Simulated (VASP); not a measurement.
# Ga (Cmce) in VASP: a series of runs, part 2 of 2

VASP 6.6.1.

### 3 Relaxation of shape and atoms at fixed volume, PBE (20.73 Å³/atom)

This run uses another cell than the first one, of 20.73 Å³/atom.

INCAR reads:

```
PREC     = Accurate       # precision mode
ENCUT    = 600            # plane-wave cutoff, eV
EDIFF    = 1E-7           # SCF threshold, eV
ISMEAR   = 0              # smearing method
SIGMA    = 0.05           # smearing width, eV
LREAL    = F              # projectors in reciprocal space
LASPH    = T              # aspherical terms in the spheres
NELM     = 80             # most SCF steps
ALGO     = Fast           # electronic algorithm
ISIF     = 4              # what is computed and relaxed
LWAVE    = F              # write WAVECAR
LCHARG   = F              # write CHGCAR
GGA      = PE             # functional
IBRION   = 2              # ionic algorithm
NSW      = 60             # ionic steps
EDIFFG   = -0.01          # ionic threshold
```

KPOINTS reads:

```
Automatic mesh
0
Gamma
  10 10 10
```

POSCAR reads:

```
Ga
1.0
    2.3084953049     -3.8961455647      0.0000000000
    2.3084953049      3.8961455647      0.0000000000
    0.0000000000      0.0000000000      4.6094040352
Ga
4
Direct
    0.8435821433      0.1564178567      0.0823639114
    0.6564178567      0.3435821433      0.5823639114
    0.1564178567      0.8435821433      0.9176360886
    0.3435821433      0.6564178567      0.4176360886
```

Potentials or basis: VASP PAW PBE potentials, release 64 (Ga_d).

The run is started by

```bash
> cat potpaw_PBE.64/Ga_d/POTCAR > POTCAR
> mpirun -np 1 vasp_std > vasp.out
```

OUTCAR:

```text
PREC = Accurate
   ENCUT = 600
   EDIFF = 1E-7
   ISMEAR = 0
   LREAL = F
   LASPH = T
   NELM = 80
   ISIF = 4
   GGA = PE
   IBRION = 2
   NSW = 60
   EDIFFG = -0.01

 ion  position               nearest neighbor table
   1  0.844  0.156  0.082-   3 2.55   2 2.73   2 2.73   4 2.78   4 2.78   3 2.83   3 2.83
   2  0.656  0.344  0.582-   4 2.55   1 2.73   1 2.73   3 2.78   3 2.78   4 2.83   4 2.83
   3  0.156  0.844  0.918-   1 2.55   4 2.73   4 2.73   2 2.78   2 2.78   1 2.83   1 2.83
   4  0.344  0.656  0.418-   2 2.55   3 2.73   3 2.73   1 2.78   1 2.78   2 2.83   2 2.83

  LATTYP: Found a base centered orthorhombic cell.
 ALAT       =     4.6169906098
 B/A-ratio  =     1.6877424686
 C/A-ratio  =     0.9983568139

  Lattice vectors:

 A1 = (   2.3084953049,  -3.8961455647,   0.0000000000)
 A2 = (   2.3084953049,   3.8961455647,   0.0000000000)
 A3 = (   0.0000000000,   0.0000000000,   4.6094040352)

Analysis of symmetry for initial positions (statically):
=====================================================================
 Subroutine PRICEL returns:
 Original cell was already a primitive cell.

 Routine SETGRP: Setting up the symmetry group for a
 base centered orthorhombic supercell.

 Subroutine GETGRP returns: Found  8 space group operations
 (whereof  4 operations were pure point group operations)
 out of a pool of  8 trial point group operations.

The static configuration has the point symmetry C_2h.
 The point group associated with its full space group is D_2h.

Analysis of symmetry for dynamics (positions and initial velocities):
=====================================================================
 Subroutine PRICEL returns:
 Original cell was already a primitive cell.

 Routine SETGRP: Setting up the symmetry group for a
 base centered orthorhombic supercell.

 Subroutine GETGRP returns: Found  8 space group operations
 (whereof  4 operations were pure point group operations)
 out of a pool of  8 trial point group operations.

The dynamic configuration has the point symmetry C_2h.
 The point group associated with its full space group is D_2h.

 Subroutine INISYM returns: Found  8 space group operations
 (whereof  4 operations are pure point group operations),
 and found     1 'primitive' translations

----------------------------------------------------------------------------------------

                                     Primitive cell

  volume of cell :      82.9161

  direct lattice vectors                    reciprocal lattice vectors
     2.308495305 -3.896145565  0.000000000     0.216591300 -0.128331961  0.000000000
     2.308495305  3.896145565  0.000000000     0.216591300  0.128331961  0.000000000
     0.000000000  0.000000000  4.609404035     0.000000000  0.000000000  0.216947786

  length of vectors
     4.528697477  4.528697477  4.609404035     0.251755603  0.251755603  0.216947786

  position of ions in fractional coordinates (direct lattice)
[... 119 lines left out ...]
  volume of cell :       82.92
 maximum number of plane-waves:      2788
   NGX = 19   NGY = 19   NGZ = 19

--------------------------------------- Ionic step        1  -------------------------------------------

 number of electron      52.0000010 magnetization

 Free energy of the ion-electron system (eV)
  ---------------------------------------------------
  ext. energy  EPLUGINS =         0.00000000
  ---------------------------------------------------
  free energy    TOTEN  =       -11.62443894 eV

  energy without entropy =      -11.62323421  energy(sigma->0) =      -11.62383658

------------------------ aborting loop because EDIFF is reached ----------------------------------------

  FORCE on cell =-STRESS in cart. coord.  units (eV):
  Direction    XX          YY          ZZ          XY          YZ          ZX
  --------------------------------------------------------------------------------------
  -------------------------------------------------------------------------------------
  Total       -0.4377678     -0.4550567     -0.4337594      0.0000000      0.0000000      0.0000000
  in kB       -8.4589309     -8.7930020     -8.3814776      0.0000000      0.0000000      0.0000000
  external PRESSURE =      -8.5444702 kB  Pullay stress =       0.0000000 kB

 VOLUME and BASIS-vectors are now :
 -----------------------------------------------------------------------------
  energy-cutoff  :      600.00
  volume of cell :       82.92
      direct lattice vectors                 reciprocal lattice vectors
     2.308495305 -3.896145565  0.000000000     0.216591300 -0.128331961  0.000000000
     2.308495305  3.896145565  0.000000000     0.216591300  0.128331961  0.000000000
     0.000000000  0.000000000  4.609404035     0.000000000  0.000000000  0.216947786

 POSITION                                       TOTAL-FORCE (eV/Angst)
 -----------------------------------------------------------------------------------
      2.30850     -2.67729      0.37965         0.000000      0.013658     -0.002891
      2.30850     -1.21885      2.68435         0.000000     -0.013658     -0.002891
      2.30850      2.67729      4.22976         0.000000     -0.013658      0.002891
      2.30850      1.21885      1.92505         0.000000      0.013658      0.002891
 -----------------------------------------------------------------------------------
    total drift:                               -0.000000      0.000000     -0.000000

  FREE ENERGIE OF THE ION-ELECTRON SYSTEM (eV)
  ---------------------------------------------------
  free  energy   TOTEN  =       -11.6244389436 eV

  energy  without entropy=      -11.6232342141  energy(sigma->0) =      -11.62383658

--------------------------------------- Ionic step        2  -------------------------------------------

 number of electron      52.0000010 magnetization

 Free energy of the ion-electron system (eV)
  ---------------------------------------------------
  ext. energy  EPLUGINS =         0.00000000
  ---------------------------------------------------
  free energy    TOTEN  =       -11.62447181 eV

  energy without entropy =      -11.62327488  energy(sigma->0) =      -11.62387335

 E-fermi :   4.4890     XC(G=0): -10.3706

 val. band max:        4.4798771693   @ k =  -0.3000   0.3000   0.4000
 cond. band min:       4.5047804605   @ k =   0.0000   0.0000   0.4000
 fundamental gap:      0.0249032912
 Fermi energy:         4.4889988584

 k-point     1 :       0.0000    0.0000    0.0000
  band No.  band energies     occupation
      1     -10.5201      2.00000
      2     -10.5145      2.00000
      3     -10.4878      2.00000
      4     -10.4728      2.00000
      5     -10.4538      2.00000
      6     -10.4341      2.00000
[... 805 lines left out ...]
     30       6.9059      0.00000
     31       8.9171      0.00000

 [... further k-points ...]

------------------------ aborting loop because EDIFF is reached ----------------------------------------

  FORCE on cell =-STRESS in cart. coord.  units (eV):
  Direction    XX          YY          ZZ          XY          YZ          ZX
  --------------------------------------------------------------------------------------
  -------------------------------------------------------------------------------------
  Total       -0.4204749     -0.4466550     -0.4211007      0.0000000     -0.0000000      0.0000000
  in kB       -8.1247822     -8.6306563     -8.1368743      0.0000000     -0.0000000      0.0000000
  external PRESSURE =      -8.2974376 kB  Pullay stress =       0.0000000 kB

 VOLUME and BASIS-vectors are now :
 -----------------------------------------------------------------------------
  energy-cutoff  :      600.00
  volume of cell :       82.92
      direct lattice vectors                 reciprocal lattice vectors
     2.308618571 -3.895541200 -0.000000000     0.216579736 -0.128351871  0.000000000
     2.308618571  3.895541200  0.000000000     0.216579736  0.128351871 -0.000000000
     0.000000000  0.000000000  4.609872998     0.000000000 -0.000000000  0.216925716

 POSITION                                       TOTAL-FORCE (eV/Angst)
 -----------------------------------------------------------------------------------
      2.30862     -2.67622      0.37955         0.000000      0.006470     -0.003067
      2.30862     -1.21932      2.68448         0.000000     -0.006470     -0.003067
      2.30862      2.67622      4.23033         0.000000     -0.006470      0.003067
      2.30862      1.21932      1.92539         0.000000      0.006470      0.003067
 -----------------------------------------------------------------------------------
    total drift:                                0.000000      0.000000     -0.000000

  FREE ENERGIE OF THE ION-ELECTRON SYSTEM (eV)
  ---------------------------------------------------
  free  energy   TOTEN  =       -11.6244718146 eV

  energy  without entropy=      -11.6232748797  energy(sigma->0) =      -11.62387335

 reached required accuracy - stopping structural energy minimisation
```

Run time: 21 min. Hardware: 1 thread of Oxide Virtual Turin-like, shared host; peak memory 0.5 GiB.

What came out:

```
Free energy                  : -11.6245 eV
Energy gained by relaxing    : 0.0 meV/atom
Ionic steps                  : 2
Pressure after relaxing      : -0.8 GPa
Largest force after relaxing : 0.007 eV/Å
Band gap on the k mesh       : zero (bands 26 and 27 overlap by 1.29 eV)
```

Forces in eV/Å, atoms in the order of the input:
```
Ga   0.000  0.006 -0.003
Ga   0.000 -0.006 -0.003
Ga   0.000 -0.006  0.003
Ga   0.000  0.006  0.003
```

Final structure:
```
Ga
1.0
     2.30862   -3.89554    0.00000
     2.30862    3.89554    0.00000
     0.00000    0.00000    4.60987
Ga
4
Direct
  0.84350 0.15650 0.08233
  0.65650 0.34350 0.58233
  0.15650 0.84350 0.91767
  0.34350 0.65650 0.41767
```

Levels at points of the mesh, in eV from the Fermi level:
```tsv
k point	band 22	band 23	band 24	band 25	band 26	band 27	band 28	band 29	band 30	band 31
(0.00, 0.00, 0.00)	-4.16	-3.54	-1.90	-1.56	-0.56	0.91	0.97	1.19	4.79	5.20
(0.50, 0.00, 0.00)	-8.25	-3.34	-3.34	-1.18	-1.18	0.78	0.78	3.97	3.97	5.21
(0.50, 0.50, 0.00)	-6.89	-4.18	-3.01	-1.74	-1.37	1.17	1.36	3.10	3.71	4.19
(0.00, 0.00, 0.50)	-8.82	-0.41	-0.41	0.09	0.09	0.14	0.14	2.06	2.06	3.91
(0.50, 0.00, 0.50)	-6.92	-5.97	-5.97	-1.34	-1.34	0.57	0.57	6.84	6.85	7.51
(0.50, 0.50, 0.50)	-7.28	-5.11	-5.11	-1.10	-1.10	-0.90	-0.90	6.40	6.40	7.51
```
